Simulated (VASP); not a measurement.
# Ti: single point with PBE

The system is Ti.

```
Ti
1.0
     2.22594    0.00000    0.00000
     0.00000    2.22594    0.00000
     0.00000    0.00000    2.22594
Ti
1
Cartesian
  0.0000 0.0000 0.0000
```

This cell differs from its parent crystal: volume scaled by 0.6.

* Program: VASP 6.6.1
* Task: single point
* Functional: PBE
* Potentials or basis: VASP PAW PBE potentials, release 64 (Ti_sv)
* Cutoff: 520 eV
* k mesh: 14 × 14 × 14
* Occupations: fermi-dirac, width 0.05 eV
* Spin: no spin polarisation
* Dipole correction: no
* Further INCAR settings: ALGO = Normal; EDIFF = 1e-06; NBANDS = 12

The pressure is 96.8 GPa. The band gap on the k mesh is zero (band 6 reaches 15.37 eV, above the bottom of band 7 at 10.83 eV).

Levels at points of the mesh, in eV from the Fermi level:
```tsv
k point	band 3	band 4	band 5	band 6	band 7	band 8	band 9	band 10
(0.00, 0.00, 0.00)	-30.99	-30.99	-6.33	-2.92	-2.92	6.54	6.54	6.54
(0.50, 0.00, 0.00)	-30.66	-30.66	-1.60	-1.56	1.13	2.82	2.82	6.90
(0.50, 0.50, 0.00)	-33.72	-30.36	-5.78	0.02	3.69	3.69	8.76	9.48
(0.50, 0.50, 0.50)	-33.19	-33.19	-3.12	-3.12	-3.12	8.97	8.97	9.48
```

Run time: 6.2 s on 1 thread of Intel(R) Xeon(R) 6975P-C (Granite Rapids) (shared host), peak memory 0.12 GiB.
